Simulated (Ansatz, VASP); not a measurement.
**Two plane-wave programs on KYSe2**

The input POSCAR:

```
KYSe2
1.0
    4.2761096857      0.0000000000      0.0000000000
    0.0000000000      4.2761096857      0.0000000000
    0.0000000000      0.0000000000      5.8089965559
K Se Y
1 2 1
Direct
    0.0000000000      0.0000000000      0.0000000000
    0.0000000000      0.0000000000      0.5000000000
    0.5000000000      0.5000000000      0.0000000000
    0.5000000000      0.5000000000      0.5000000000
```

INCAR.step1

```
ALGO = Normal
EDIFF = 1E-4
ENCUT = 520
GGA = PE
ISMEAR = 0
LASPH = T
LCHARG = F
LREAL = F
LWAVE = T
NBANDS = 24
NELM = 60
PREC = Accurate
SIGMA = 0.01
```

INCAR.step2

```
ALGO = Normal
EDIFF = 1E-6
ENCUT = 520
ISIF = 2
ISMEAR = 0
ISTART = 1
LASPH = T
LCHARG = F
LMIXTAU = T
LREAL = F
LWAVE = F
METAGGA = R2SCAN
NBANDS = 24
NELM = 60
PREC = Accurate
SIGMA = 0.01
```

File KPOINTS:

```
k-points
0
Gamma
  6 6 4
```

Input for Ansatz:

```yaml
crystal:
  lattice:
    - [4.2761096857, 0.0, 0.0]
    - [0.0, 4.2761096857, 0.0]
    - [0.0, 0.0, 5.8089965559]
  atoms:
    - { symbol: K, position: [0.0, 0.0, 0.0] }
    - { symbol: Se, position: [0.0, 0.0, 0.5] }
    - { symbol: "Y", position: [0.5, 0.5, 0.5] }
    - { symbol: Se, position: [0.5, 0.5, 0.0] }
kpoints:
  mp_grid: { grid: [6, 6, 4] }
hamiltonian:
  xc: r2scan
scf:
  occupations: { method: fixed }
  n_extra_bands: 5
output:
  forces: true
  stress: true
  eigenvalues: true
```

Alike in both runs: task single point; functional r2SCAN; k mesh 6 × 6 × 4; no spin polarisation.

```csv
,VASP,Ansatz
version,VASP 6.6.1,Ansatz 0.2.0
potentials or method,"VASP PAW PBE potentials, release 64 (K_sv, Se, Y_sv)","plane waves, PAW"
plane-wave cutoff (eV),520,500
occupations,"gaussian, width 0.01 eV",fixed
valence electrons in the cell,32,52
```

|  | VASP | Ansatz | Ansatz less VASP |
| --- | --- | --- | --- |
| gap on the k mesh at the Fermi level (eV) | 0.45 | 0.44 | -0.008 |
| pressure (GPa) | 1.8 | 1.7 | -0.10 |

VASP's potentials were made for PBE, not for r2SCAN. VASP's potentials hold 32 valence electrons a cell and Ansatz's 52, so a difference there can come from the potentials and not from the codes.
